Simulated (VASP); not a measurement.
# Se in VASP: further runs

Se is run at these levels: PBE; tasks: relaxation of shape and atoms at fixed volume.

All numbers are computed with VASP 6.6.1; they aren't measurements. Logs are shortened: lines on timing, memory, paths and dates and some standing lists are left out, and cuts for length are marked.

### 1 The cell of the first run

The typed cell holds 1 atom: a = 2.628 Å, b = 2.628 Å, c = 2.628 Å, α = 90.00°, β = 90.00°, γ = 90.00°.

This isn't the form of Se at room conditions, which is trigonal, of chains.

### 2 Relaxation of shape and atoms at fixed volume, PBE (18.14 Å³/atom)

INCAR reads:

```
PREC = Accurate
ENCUT = 600
EDIFF = 1E-6
ISMEAR = 0
SIGMA = 0.05
LREAL = F
LASPH = T
NELM = 100
ALGO = Normal
ISIF = 4
LWAVE = F
LCHARG = F
GGA = PE
IBRION = 2
NSW = 60
EDIFFG = -0.01
```

KPOINTS reads:

```
Automatic mesh
0
Gamma
  16 16 16
```

POSCAR reads:

```
Se
1.0
    1.8581256276      1.0727893313      1.5170306588
   -1.8581256276      1.0727893313      1.5170306588
    0.0000000000     -2.1455786625      1.5170306589
Se
1
Direct
    0.0000000000      0.0000000000      0.0000000000
```

Potentials or basis: VASP PAW PBE potentials, release 64 (Se).

Started as:

```sh
> cat potpaw_PBE.64/Se/POTCAR > POTCAR
> mpirun -np 1 vasp_std > vasp.out
```

OUTCAR:

```text
PREC = Accurate
   ENCUT = 600
   EDIFF = 1E-6
   ISMEAR = 0
   LREAL = F
   LASPH = T
   NELM = 100
   ISIF = 4
   GGA = PE
   IBRION = 2
   NSW = 60
   EDIFFG = -0.01

 ion  position               nearest neighbor table
   1  0.000  0.000  0.000-

  LATTYP: Found a trigonal (rhomboedric) cell.
 ALAT       =     2.6277157032
 COS(alpha) =    -0.0000538573

  Lattice vectors:

 A1 = (   1.8581256276,   1.0727893313,   1.5170306588)
 A2 = (  -1.8581256276,   1.0727893313,   1.5170306588)
 A3 = (   0.0000000000,  -2.1455786625,   1.5170306589)

Analysis of symmetry for initial positions (statically):
=====================================================================
 Subroutine PRICEL returns:
 Original cell was already a primitive cell.

 Routine SETGRP: Setting up the symmetry group for a
 trigonal (rhombohedral) supercell.

 Subroutine GETGRP returns: Found 12 space group operations
 (whereof 12 operations were pure point group operations)
 out of a pool of 12 trial point group operations.

The static configuration has the point symmetry D_3d.

Analysis of symmetry for dynamics (positions and initial velocities):
=====================================================================
 Subroutine PRICEL returns:
 Original cell was already a primitive cell.

 Routine SETGRP: Setting up the symmetry group for a
 trigonal (rhombohedral) supercell.

 Subroutine GETGRP returns: Found 12 space group operations
 (whereof 12 operations were pure point group operations)
 out of a pool of 12 trial point group operations.

The dynamic configuration has the point symmetry D_3d.

 Subroutine INISYM returns: Found 12 space group operations
 (whereof 12 operations are pure point group operations),
 and found     1 'primitive' translations

----------------------------------------------------------------------------------------

                                     Primitive cell

  volume of cell :      18.1441

  direct lattice vectors                    reciprocal lattice vectors
     1.858125628  1.072789331  1.517030659     0.269088372  0.155358244  0.219727486
    -1.858125628  1.072789331  1.517030659    -0.269088372  0.155358244  0.219727486
     0.000000000 -2.145578663  1.517030659     0.000000000 -0.310716488  0.219727486

  length of vectors
     2.627715703  2.627715703  2.627715703     0.380558674  0.380558674  0.380558674

  position of ions in fractional coordinates (direct lattice)
     0.000000000  0.000000000  0.000000000

  ion indices of the primitive-cell ions
[... 79 lines left out ...]
   NFREE  =      1    steps in history (QN), initial steepest desc. (CG)
   ISIF   =      4    stress and relaxation
   ISYM   =      2    0-nonsym 1-usesym 2-fastsym
   POTIM  = 0.5000    time-step for ionic-motion
   TEBEG  =    0.0;   TEEND  =   0.0 temperature during run
   PSTRESS=    0.0 pullay stress
   NELECT =       6.0000    total number of electrons
   NUPDOWN=      -1.0000    fix difference up-down
   EMIN   =  10.00;   EMAX   =-10.00  energy-range for DOS
   EFERMI =   0.00;   METHOD = LEGACY
   ISMEAR =     0;   SIGMA  =   0.05  broadening in eV -4-tet -1-fermi 0-gaus
   EFERMI_NEDOS =   21; number of points for ismear=-14 and -15
   IALGO  =     38    algorithm
   IMIX   =      4    mixing-type and parameters
     AMIX     =   0.40;   BMIX     =  1.00
     AMIX_MAG =   1.60;   BMIX_MAG =  1.00
  volume/ion in A,a.u.               =      18.14       122.44
  Fermi-wavevector in a.u.,A,eV,Ry     =   1.132088  2.139336 17.437544  1.281623
  Thomas-Fermi vector in A             =   2.268788
   LORBIT       =      0    0 simple, 1 ext, 2 COOP (PROOUT), +10 PAW based schemes
   GGA     = PE    functional components
   LHFCALC =     F    Hartree Fock is set to
   AEXX    =    0.0000 exact exchange contribution
   IVDW    =     0    specifies the selected vdW correction
   LEPSILON=     F    determine dielectric tensor
   LRPA    =     F    only Hartree local field effects (RPA)
 conjugate gradient relaxation of ions
 non-spin polarized calculation
 Gauss-broadening in eV      SIGMA  =   0.05
  energy-cutoff  :      600.00
  volume of cell :       18.14
 maximum number of plane-waves:       624
 NGX is ok and might be reduce to    24
   NGX = 11   NGY = 11   NGZ = 11

 number of electron       6.0000001 magnetization

 Free energy of the ion-electron system (eV)
  ---------------------------------------------------
  ext. energy  EPLUGINS =         0.00000000
  ---------------------------------------------------
  free energy    TOTEN  =        -3.02946641 eV

  energy without entropy =       -3.02912310  energy(sigma->0) =       -3.02929475

 E-fermi :   7.6526     XC(G=0): -10.9262

 val. band max:        7.6242910103   @ k =  -0.4375  -0.4375   0.2500
 cond. band min:       7.6865246553   @ k =   0.2500   0.1250   0.0000
 fundamental gap:      0.0622336450
 Fermi energy:         7.6525647969

 k-point     1 :       0.0000    0.0000    0.0000
  band No.  band energies     occupation
      1     -10.6426      2.00000
      2       9.3741      0.00000
      3       9.3746      0.00000
      4       9.3746      0.00000
      5      14.9517      0.00000
      6      14.9517      0.00000
      7      16.8115      0.00000
[... 221 lines left out ...]
 k-point    24 :      -0.0625    0.0625    0.0000
  band No.  band energies     occupation
      1     -10.4982      2.00000
      2       8.4746      0.00000
      3       8.6305      0.00000
      4       9.4949      0.00000
      5      15.3615      0.00000
      6      16.1388      0.00000
      7      17.5223      0.00000

 [... further k-points ...]

------------------------ aborting loop because EDIFF is reached ----------------------------------------

  FORCE on cell =-STRESS in cart. coord.  units (eV):
  Direction    XX          YY          ZZ          XY          YZ          ZX
  --------------------------------------------------------------------------------------
  -------------------------------------------------------------------------------------
  Total        2.9429911      2.9429911      2.9429621      0.0000000     -0.0000000      0.0000000
  in kB      259.8749391    259.8749391    259.8723803      0.0000000     -0.0000000      0.0000000
  external PRESSURE =     259.8740862 kB  Pullay stress =       0.0000000 kB

 VOLUME and BASIS-vectors are now :
 -----------------------------------------------------------------------------
  energy-cutoff  :      600.00
  volume of cell :       18.14
      direct lattice vectors                 reciprocal lattice vectors
     1.858125628  1.072789331  1.517030659     0.269088372  0.155358244  0.219727486
    -1.858125628  1.072789331  1.517030659    -0.269088372  0.155358244  0.219727486
     0.000000000 -2.145578663  1.517030659     0.000000000 -0.310716488  0.219727486

 POSITION                                       TOTAL-FORCE (eV/Angst)
 -----------------------------------------------------------------------------------
      0.00000      0.00000      0.00000         0.000000      0.000000      0.000000
 -----------------------------------------------------------------------------------
    total drift:                               -0.000000     -0.000000     -0.000000

  FREE ENERGIE OF THE ION-ELECTRON SYSTEM (eV)
  ---------------------------------------------------
  free  energy   TOTEN  =        -3.0294664054 eV

  energy  without entropy=       -3.0291230964  energy(sigma->0) =       -3.02929475

 reached required accuracy - stopping structural energy minimisation
```

Run time: 18 s. Hardware: 1 thread of Intel Xeon Platinum 8488C (Sapphire Rapids), shared host; peak memory 0.19 GiB.

What came out:

| Item | Value |
| --- | --- |
| Free energy | -3.0295 eV |
| Pressure after relaxing | 26.0 GPa |
| Band gap on the k mesh | zero (bands 3 and 4 overlap by 8.09 eV) |

Final structure:
```
Se
1.0
     1.85813    1.07279    1.51703
    -1.85813    1.07279    1.51703
     0.00000   -2.14558    1.51703
Se
1
Direct
  0.00000 0.00000 0.00000
```

Levels at points of the mesh, in eV from the Fermi level:
```csv
k point,band 1,band 2,band 3,band 4,band 5,band 6,band 7
"(0.00, 0.00, 0.00)",-18.30,1.72,1.72,1.72,7.30,7.30,9.16
"(0.50, 0.00, 0.00)",-15.34,-9.14,3.79,3.79,9.93,13.37,13.42
"(0.50, 0.50, 0.00)",-12.29,-6.59,-6.59,1.45,5.72,15.04,16.71
"(0.50, 0.50, 0.50)",-9.00,-4.30,-4.30,-4.30,4.91,4.91,4.91
```

### 3 Relaxation of shape and atoms at fixed volume, PBE (19.05 Å³/atom)

This run uses another cell than the first one, of 19.05 Å³/atom.

INCAR reads:

```
PREC = Accurate ; ENCUT = 600
EDIFF = 1E-6 ; ISMEAR = 0
SIGMA = 0.05 ; LREAL = False
LASPH = True ; NELM = 80
ALGO = Normal ; ISIF = 4
LWAVE = False ; LCHARG = False
GGA = PE ; IBRION = 2
NSW = 60 ; EDIFFG = -0.01
```

KPOINTS reads:

```
regular mesh
0
Gamma
  16 16 16
```

POSCAR reads:

```
Se
1.0
    1.8885921184      1.0903791680      1.5419044348
   -1.8885921184      1.0903791680      1.5419044348
    0.0000000000     -2.1807583359      1.5419044349
Se
1
Direct
    0.0000000000      0.0000000000      0.0000000000
```

Potentials or basis: VASP PAW PBE potentials, release 64 (Se).

Started as:

```sh
> cat potpaw_PBE.64/Se/POTCAR > POTCAR
> mpirun -np 1 vasp_std > vasp.out
```

It took 20 s on 1 thread of Intel Xeon Platinum 8488C (Sapphire Rapids), shared host; peak memory 0.19 GiB.

The run converged. Its results:

- Free energy: -3.1536 eV
- Pressure after relaxing: 18.1 GPa
- Band gap on the k mesh: zero (bands 3 and 4 overlap by 7.61 eV)

Final structure:
```xyz
1
Lattice="1.8886 1.0904 1.5419 -1.8886 1.0904 1.5419 0.0000 -2.1808 1.5419" Properties=species:S:1:pos:R:3 pbc="T T T"
Se    0.0000    0.0000    0.0000
```

Levels at points of the mesh, in eV from the Fermi level:
```csv
k point,band 1,band 2,band 3,band 4,band 5,band 6,band 7
"(0.00, 0.00, 0.00)",-17.69,1.70,1.70,1.70,7.46,7.46,8.90
"(0.50, 0.00, 0.00)",-14.95,-8.56,3.60,3.60,9.98,13.01,13.23
"(0.50, 0.50, 0.00)",-12.15,-6.16,-6.16,1.86,5.36,14.68,16.53
"(0.50, 0.50, 0.50)",-9.17,-4.02,-4.02,-4.01,5.19,5.19,5.19
```

### 4 Relaxation of shape and atoms at fixed volume, PBE (19.96 Å³/atom)

This run uses another cell than the first one, of 19.96 Å³/atom.

INCAR reads:

```
SYSTEM = Se
  PREC = Accurate
  ENCUT = 600
  EDIFF = 1E-7
  ISMEAR = 0
  SIGMA = 0.05
  LREAL = .FALSE.
  LASPH = .TRUE.
  NELM = 60
  ALGO = Normal
  ISIF = 4
  LWAVE = .FALSE.
  LCHARG = .FALSE.
  GGA = PE
  IBRION = 2
  NSW = 60
  EDIFFG = -0.01
```

KPOINTS reads:

```
Automatic mesh
0
G
  16 16 16
  0 0 0
```

POSCAR reads:

```
Se
1.0
    1.9181061374      1.1074190948      1.5660005837
   -1.9181061374      1.1074190948      1.5660005837
    0.0000000000     -2.2148381895      1.5660005837
Se
1
Direct
    0.0000000000      0.0000000000      0.0000000000
```

Started as:

```sh
> cat potpaw_PBE.64/Se/POTCAR > POTCAR
> mpirun -np 1 vasp_std > vasp.out
```

It took 20 s on 1 thread of Intel Xeon Platinum 8488C (Sapphire Rapids), shared host; peak memory 0.2 GiB.

The run converged. Its results:

| Property | Result |
| --- | --- |
| Free energy | -3.2380 eV |
| Pressure after relaxing | 11.9 GPa |
| Band gap on the k mesh | zero (bands 3 and 4 overlap by 7.18 eV) |

Final structure:
```
Se
1.0
     1.91811    1.10742    1.56600
    -1.91811    1.10742    1.56600
     0.00000   -2.21484    1.56600
Se
1
Direct
  0.00000 0.00000 0.00000
```

Levels at points of the mesh, in eV from the Fermi level:
```csv
k point,band 1,band 2,band 3,band 4,band 5,band 6,band 7
"(0.00, 0.00, 0.00)",-17.15,1.67,1.67,1.67,7.61,7.61,8.66
"(0.50, 0.00, 0.00)",-14.60,-8.03,3.43,3.43,10.02,12.64,13.11
"(0.50, 0.50, 0.00)",-12.02,-5.77,-5.77,2.24,5.04,14.35,16.36
"(0.50, 0.50, 0.50)",-9.31,-3.76,-3.76,-3.76,5.44,5.44,5.44
```

### 5 Summary

| cell | gap on the mesh (eV) | pressure (GPa) |
| --- | --- | --- |
| relaxed from a = 2.628 Å, 1 atom | none | 26.0 |
| relaxed from a = 2.671 Å, 1 atom | none | 18.1 |
| relaxed from a = 2.713 Å, 1 atom | none | 11.9 |

Alike in all rows: task relaxation of shape and atoms at fixed volume; level PBE; potentials or basis VASP PAW PBE potentials, release 64 (Se); no spin polarisation; k mesh 16 × 16 × 16; cutoff (eV) 600; smearing gaussian 0.05 eV.

Total energies depend on the potentials used, so only differences within one code and one set of settings carry meaning.

The gap in the log of VASP goes by the Fermi energy; the results here count the filled bands.